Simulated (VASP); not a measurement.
ZrTi3C4: single point with PBE

ZrTi3C4:

```
Zr Ti C
1.0
    -2.17826    2.17826    4.34104
     2.17826   -2.17826    4.34104
     2.17826    2.17826   -4.34104
Zr Ti C
1 3 4
Direct
  0.50000 0.50000 0.00000
  0.00000 0.00000 0.00000
  0.75000 0.25000 0.50000
  0.25000 0.75000 0.50000
  0.24365 0.24365 0.00000
  0.00000 0.50000 0.50000
  0.75635 0.75635 0.00000
  0.50000 0.00000 0.50000
```

```yaml
Program: VASP 6.6.1
Task: single point
Functional: PBE
Potentials_or_basis: VASP PAW PBE potentials, release 64 (Zr_sv, Ti_sv, C)
Cutoff: 520 eV
k_mesh: 12 × 12 × 12
Occupations: gaussian, width 0.1 eV
Spin: no spin polarisation
```

```yaml
Pressure: 16.8 GPa
Band_gap_on_the_k_mesh: zero (bands 32 and 33 overlap by 1.10 eV)
```

Forces in eV/Å, atoms in the order of the input:
```
Zr   0.000  0.000  0.000
Ti   0.000  0.000  0.000
Ti   0.000  0.000  0.000
Ti   0.000  0.000  0.000
C    0.000  0.000 -0.002
C    0.000  0.000  0.000
C    0.000  0.000  0.002
C    0.000  0.000  0.000
```

Levels at points of the mesh, in eV from the Fermi level:
| k point | band 28 | band 29 | band 30 | band 31 | band 32 | band 33 | band 34 | band 35 | band 36 | band 37 |
| --- | --- | --- | --- | --- | --- | --- | --- | --- | --- | --- |
| (0.00, 0.00, 0.00) | -1.83 | 0.11 | 0.11 | 0.73 | 0.73 | 0.76 | 1.45 | 1.45 | 1.46 | 1.84 |
| (0.50, 0.00, 0.00) | -2.31 | -2.05 | -1.83 | -1.82 | -1.60 | 1.13 | 1.22 | 2.46 | 2.60 | 2.77 |
| (0.50, 0.50, 0.00) | -2.98 | -2.95 | -2.72 | -2.58 | -2.31 | 2.03 | 2.49 | 2.92 | 3.07 | 3.10 |
| (0.50, 0.50, 0.50) | -0.66 | -0.50 | -0.50 | -0.44 | -0.44 | -0.29 | 0.21 | 0.21 | 0.34 | 2.12 |

Wall time 8 min on 1 thread of AMD EPYC 9R45 96-Core Processor (Zen 5), on a shared host, peak memory 0.56 GiB.

Caveat: the cell stands under pressure.
